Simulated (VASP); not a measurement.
# Lu (Im-3m) in VASP: a series of runs

The runs below take Lu through single point, with PBEsol, RPBE.

Program: VASP 6.6.1. These are calculated values, not measurements. Logs are shortened: lines on timing, memory, paths and dates and some standing lists are left out, and cuts for length are marked.

## Step 1: The cell of the first run

The structure is cubic, space group Im-3m (No. 229). The conventional cell has a = 3.360 Å, b = 3.360 Å, c = 3.360 Å, α = 90.00°, β = 90.00°, γ = 90.00°. Lu (site symmetry m-3m) has 14 Lu at 2.91 to 3.36 Å within 3.8 Å.

This isn't the form of Lu at room conditions, which is hcp.

## Step 2: Single point, PBEsol (18.96 Å³/atom)

Contents of INCAR:

```
SYSTEM = Lu
PREC     = Accurate       ! precision mode
ENCUT    = 520            ! plane-wave cutoff, eV
EDIFF    = 1E-7           ! SCF threshold, eV
ISMEAR   = -1             ! smearing method
SIGMA    = 0.05           ! smearing width, eV
LREAL    = .False.        ! projectors in reciprocal space
LASPH    = .True.         ! aspherical terms in the spheres
NELM     = 80             ! most SCF steps
ALGO     = Normal         ! electronic algorithm
ISIF     = 2              ! what is computed and relaxed
LWAVE    = .False.        ! write WAVECAR
LCHARG   = .True.         ! write CHGCAR
GGA      = PS             ! functional
LELF     = .True.         ! ELF
LVHAR    = .True.       
NBANDS   = 18             ! bands
```

Contents of KPOINTS:

```
Automatic mesh
0
Gamma
  16 16 16
  0 0 0
```

Contents of POSCAR:

```
Lu
1.0
   -1.6798878792      1.6798878792      1.6798878792
    1.6798878792     -1.6798878792      1.6798878792
    1.6798878792      1.6798878792     -1.6798878792
Lu
1
Direct
    0.0000000000      0.0000000000      0.0000000000
```

Potentials or basis: VASP PAW PBE potentials, release 64 (Lu).

Launch:

```sh
$ cat potpaw_PBE.64/Lu/POTCAR > POTCAR
$ mpirun -np 1 vasp_std > vasp.out
```

OUTCAR:

```text
SYSTEM = Lu
   PREC = Accurate
   ENCUT = 520
   EDIFF = 1E-7
   ISMEAR = -1
   LREAL = .False.
   LASPH = .True.
   NELM = 80
   ISIF = 2
   GGA = PS

 ion  position               nearest neighbor table
   1  0.000  0.000  0.000-

  LATTYP: Found a body centered cubic cell.
 ALAT       =     3.3597757584

  Lattice vectors:

 A1 = (  -1.6798878792,   1.6798878792,   1.6798878792)
 A2 = (   1.6798878792,  -1.6798878792,   1.6798878792)
 A3 = (   1.6798878792,   1.6798878792,  -1.6798878792)

Analysis of symmetry for initial positions (statically):
=====================================================================
 Subroutine PRICEL returns:
 Original cell was already a primitive cell.

 Routine SETGRP: Setting up the symmetry group for a
 body centered cubic supercell.

 Subroutine GETGRP returns: Found 48 space group operations
 (whereof 48 operations were pure point group operations)
 out of a pool of 48 trial point group operations.

The static configuration has the point symmetry O_h .

Analysis of symmetry for dynamics (positions and initial velocities):
=====================================================================
 Subroutine PRICEL returns:
 Original cell was already a primitive cell.

 Routine SETGRP: Setting up the symmetry group for a
 body centered cubic supercell.

 Subroutine GETGRP returns: Found 48 space group operations
 (whereof 48 operations were pure point group operations)
 out of a pool of 48 trial point group operations.

The dynamic configuration has the point symmetry O_h .

 Subroutine INISYM returns: Found 48 space group operations
 (whereof 48 operations are pure point group operations),
 and found     1 'primitive' translations

----------------------------------------------------------------------------------------

                                     Primitive cell

  volume of cell :      18.9627

  direct lattice vectors                    reciprocal lattice vectors
    -1.679887879  1.679887879  1.679887879     0.000000000  0.297638912  0.297638912
     1.679887879 -1.679887879  1.679887879     0.297638912  0.000000000  0.297638912
     1.679887879  1.679887879 -1.679887879     0.297638912  0.297638912  0.000000000

  length of vectors
     2.909651158  2.909651158  2.909651158     0.420924985  0.420924985  0.420924985

  position of ions in fractional coordinates (direct lattice)
     0.000000000  0.000000000  0.000000000

  ion indices of the primitive-cell ions
   primitive index   ion index
                 1           1

----------------------------------------------------------------------------------------

 KPOINTS: Automatic mesh

Automatic generation of k-mesh.
 Grid dimensions read from file:
 generate k-points for:   16   16   16

 Generating k-lattice:

  Cartesian coordinates                     Fractional coordinates (reciprocal lattice)
     0.000000000  0.018602432  0.018602432     0.062500000  0.000000000  0.000000000
     0.018602432  0.000000000  0.018602432     0.000000000  0.062500000  0.000000000
     0.018602432  0.018602432  0.000000000     0.000000000  0.000000000  0.062500000

  Length of vectors
     0.026307812  0.026307812  0.026307812

  Shift w.r.t. Gamma in fractional coordinates (k-lattice)
     0.000000000  0.000000000  0.000000000

 Subroutine IBZKPT returns following result:
 ===========================================

 Found    145 irreducible k-points:

 Following reciprocal coordinates:
            Coordinates               Weight
  0.000000  0.000000  0.000000      1.000000
  0.062500  0.000000  0.000000     12.000000
  0.125000  0.000000  0.000000     12.000000
  0.187500  0.000000  0.000000     12.000000
  0.250000  0.000000  0.000000     12.000000
  0.312500  0.000000  0.000000     12.000000
[... 16 lines left out ...]
  0.187500  0.187500  0.000000     24.000000
  0.250000  0.187500  0.000000     48.000000
 [... further k-points ...]
   k-points           NKPTS =    145   k-points in BZ     NKDIM =    145   number of bands    NBANDS=     18
   number of dos      NEDOS =    301   number of ions     NIONS =      1
   total plane-waves  NPLWV =  13824
   dimension x,y,z NGX =    24 NGY =   24 NGZ =   24
   dimension x,y,z NGXF=    48 NGYF=   48 NGZF=   48
   ions per type =               1
   NGX,Y,Z   is equivalent  to a cutoff of  13.71, 13.71, 13.71 a.u.
   NGXF,Y,Z  is equivalent  to a cutoff of  27.43, 27.43, 27.43 a.u.
 SYSTEM =  Lu
   PREC   = accura    normal or accurate (medium, high low for compatibility)
   ISTART =      0    job   : 0-new  1-cont  2-samecut
   ICHARG =      2    charge: 1-file 2-atom 10-const
   ISPIN  =      1    spin polarized calculation?
   LNONCOLLINEAR =      F non collinear calculations
   LSORBIT =      F    spin-orbit coupling
   LASPH  =      T    aspherical Exc in radial PAW
   ENCUT  =  520.0 eV  38.22 Ry    6.18 a.u.   5.41  5.41  5.41*2*pi/ulx,y,z
   NELM   =     80;   NELMIN=  2; NELMDL= -5     # of ELM steps
   EDIFF  = 0.1E-06   stopping-criterion for ELM
   LREAL  =      F    real-space projection
   EDIFFG = 0.1E-05   stopping-criterion for IOM
   NSW    =      0    number of steps for IOM
   IBRION =     -1    ionic relax: 0-MD 1-quasi-New 2-CG
   NFREE  =      0    steps in history (QN), initial steepest desc. (CG)
   ISIF   =      2    stress and relaxation
   ISYM   =      2    0-nonsym 1-usesym 2-fastsym
   POTIM  = 0.5000    time-step for ionic-motion
   TEBEG  =    0.0;   TEEND  =   0.0 temperature during run
   PSTRESS=    0.0 pullay stress
   NELECT =      25.0000    total number of electrons
   NUPDOWN=      -1.0000    fix difference up-down
   EMIN   =  10.00;   EMAX   =-10.00  energy-range for DOS
   EFERMI =   0.00;   METHOD = LEGACY
   ISMEAR =    -1;   SIGMA  =   0.05  broadening in eV -4-tet -1-fermi 0-gaus
   EFERMI_NEDOS =   21; number of points for ismear=-14 and -15
   IALGO  =     38    algorithm
   IMIX   =      4    mixing-type and parameters
     AMIX     =   0.40;   BMIX     =  1.00
     AMIX_MAG =   1.60;   BMIX_MAG =  1.00
  volume/ion in A,a.u.               =      18.96       127.97
  Fermi-wavevector in a.u.,A,eV,Ry     =   1.795097  3.392241 43.843040  3.222373
  Thomas-Fermi vector in A             =   2.856918
   LORBIT       =      0    0 simple, 1 ext, 2 COOP (PROOUT), +10 PAW based schemes
   GGA     = PS    functional components
   LHFCALC =     F    Hartree Fock is set to
   AEXX    =    0.0000 exact exchange contribution
   IVDW    =     0    specifies the selected vdW correction
   LEPSILON=     F    determine dielectric tensor
   LRPA    =     F    only Hartree local field effects (RPA)
 non-spin polarized calculation
  energy-cutoff  :      520.00
  volume of cell :       18.96
 maximum number of plane-waves:       533
 NGX is ok and might be reduce to    24
   NGX = 11   NGY = 11   NGZ = 11

 number of electron      25.0000001 magnetization

 Free energy of the ion-electron system (eV)
  ---------------------------------------------------
  ext. energy  EPLUGINS =         0.00000000
  ---------------------------------------------------
  free energy    TOTEN  =        -4.09604549 eV

  energy without entropy =       -4.08124868  energy(sigma->0) =       -4.08864709

 E-fermi :   4.0181     XC(G=0): -13.1023

 val. band max:        4.0025799184   @ k =   0.2500   0.2500   0.1250
 cond. band min:       4.0251420917   @ k =   0.3125   0.3125   0.0000
 fundamental gap:      0.0225621733
 Fermi energy:         4.0180726868

 k-point     1 :       0.0000    0.0000    0.0000
  band No.  band energies     occupation
      1     -51.6686      2.00000
      2     -21.4824      2.00000
      3     -21.4824      2.00000
      4     -21.4824      2.00000
      5      -3.0065      2.00000
      6      -0.7033      2.00000
[... 10 lines left out ...]
     17       9.9652      0.00000
     18      18.3075      0.00000

 k-point     2 :       0.0625    0.0000    0.0000
  band No.  band energies     occupation
      1     -51.6608      2.00000
      2     -21.5651      2.00000
      3     -21.5055      2.00000
      4     -21.4834      2.00000
      5      -2.8110      2.00000
      6      -0.7006      2.00000
[... 10 lines left out ...]
     17       9.9586      0.00000
     18      18.5129      0.00000

 k-point     3 :       0.1250    0.0000    0.0000
  band No.  band energies     occupation
      1     -51.6385      2.00000
      2     -21.7944      2.00000
      3     -21.5708      2.00000
      4     -21.4862      2.00000
      5      -2.2581      2.00000
      6      -0.6933      2.00000
[... 10 lines left out ...]
     17       9.9601      0.00000
     18      19.0456      0.00000

 k-point     4 :       0.1875    0.0000    0.0000
  band No.  band energies     occupation
      1     -51.6051      2.00000
      2     -22.1224      2.00000
      3     -21.6670      2.00000
      4     -21.4906      2.00000
      5      -1.4519      2.00000
      6      -0.6843      2.00000
[... 10 lines left out ...]
     17      10.0173      0.00000
     18      19.5604      0.00000

 k-point     5 :       0.2500    0.0000    0.0000
  band No.  band energies     occupation
      1     -51.5653      2.00000
      2     -22.4885      2.00000
      3     -21.7783      2.00000
      4     -21.4958      2.00000
      5      -0.6987      2.00000
      6      -0.6771      2.00000
[... 10 lines left out ...]
     17      10.1748      0.00000
     18      19.3100      0.00000

 k-point     6 :       0.3125    0.0000    0.0000
  band No.  band energies     occupation
      1     -51.5253      2.00000
      2     -22.8355      2.00000
      3     -21.8874      2.00000
      4     -21.5012      2.00000
      5      -0.6746      2.00000
      6      -0.6217      2.00000
[... 307 lines left out ...]
 k-point    21 :       0.3750    0.1250    0.0000
  band No.  band energies     occupation
      1     -51.4603      2.00000
      2     -23.2220      2.00000
      3     -22.1367      2.00000
      4     -21.6070      2.00000
      5      -0.6634      2.00000
      6      -0.6239      2.00000
[... 10 lines left out ...]
     17      14.7104      0.00000
     18      17.0642      0.00000

 k-point    22 :       0.4375    0.1250   -0.0000
  band No.  band energies     occupation
      1     -51.4528      2.00000
      2     -23.2726      2.00000
      3     -22.1645      2.00000
      4     -21.6089      2.00000
      5      -0.6644      2.00000
      6      -0.6252      2.00000
[... 10 lines left out ...]
     17      15.4695      0.00000
     18      16.7994      0.00000

 k-point    23 :       0.1875    0.1875    0.0000
  band No.  band energies     occupation
      1     -51.5161      2.00000
      2     -22.7912      2.00000
      3     -21.9373      2.00000
      4     -21.6250      2.00000
      5      -0.6563      2.00000
      6      -0.6238      2.00000
[... 10 lines left out ...]
     17      11.6416      0.00000
     18      18.8098      0.00000

 k-point    24 :       0.2500    0.1875    0.0000
  band No.  band energies     occupation
      1     -51.4845      2.00000
      2     -22.9715      2.00000
      3     -22.0945      2.00000
      4     -21.6509      2.00000
      5      -0.6469      2.00000
      6      -0.6267      2.00000
[... 10 lines left out ...]
     17      13.1622      0.00000
     18      18.0150      0.00000

 [... further k-points ...]

------------------------ aborting loop because EDIFF is reached ----------------------------------------

  FORCE on cell =-STRESS in cart. coord.  units (eV):
  Direction    XX          YY          ZZ          XY          YZ          ZX
  --------------------------------------------------------------------------------------
  -------------------------------------------------------------------------------------
  Total        3.9225594      3.9225594      3.9225594     -0.0000000      0.0000000     -0.0000000
  in kB      331.4203933    331.4203933    331.4203933     -0.0000000      0.0000000     -0.0000000
  external PRESSURE =     331.4203933 kB  Pullay stress =       0.0000000 kB

 VOLUME and BASIS-vectors are now :
 -----------------------------------------------------------------------------
  energy-cutoff  :      520.00
  volume of cell :       18.96
      direct lattice vectors                 reciprocal lattice vectors
    -1.679887879  1.679887879  1.679887879     0.000000000  0.297638912  0.297638912
     1.679887879 -1.679887879  1.679887879     0.297638912  0.000000000  0.297638912
     1.679887879  1.679887879 -1.679887879     0.297638912  0.297638912  0.000000000

 POSITION                                       TOTAL-FORCE (eV/Angst)
 -----------------------------------------------------------------------------------
      0.00000      0.00000      0.00000        -0.000000     -0.000000      0.000000
 -----------------------------------------------------------------------------------
    total drift:                                0.000000      0.000000     -0.000000

  FREE ENERGIE OF THE ION-ELECTRON SYSTEM (eV)
  ---------------------------------------------------
  free  energy   TOTEN  =        -4.0960454945 eV

  energy  without entropy=       -4.0812486831  energy(sigma->0) =       -4.08864709
```

It took 28 s on 1 thread of Intel Xeon Platinum 8488C (Sapphire Rapids), shared host; peak memory 0.19 GiB.

What came out:

* Free energy: -4.0960 eV
* Pressure: 33.1 GPa
* Band gap on the k mesh: zero (an odd number of electrons rules out a gap without spin polarisation)

Caveat: the cell stands under pressure; the PAW data sets were made with another functional, which shifts forces and pressure a little; spin-orbit coupling is left out, which moves the levels of the heavy elements.

(Continued in part 2 of 2.)

The gap in the log of VASP goes by the Fermi energy; the results here count the filled bands.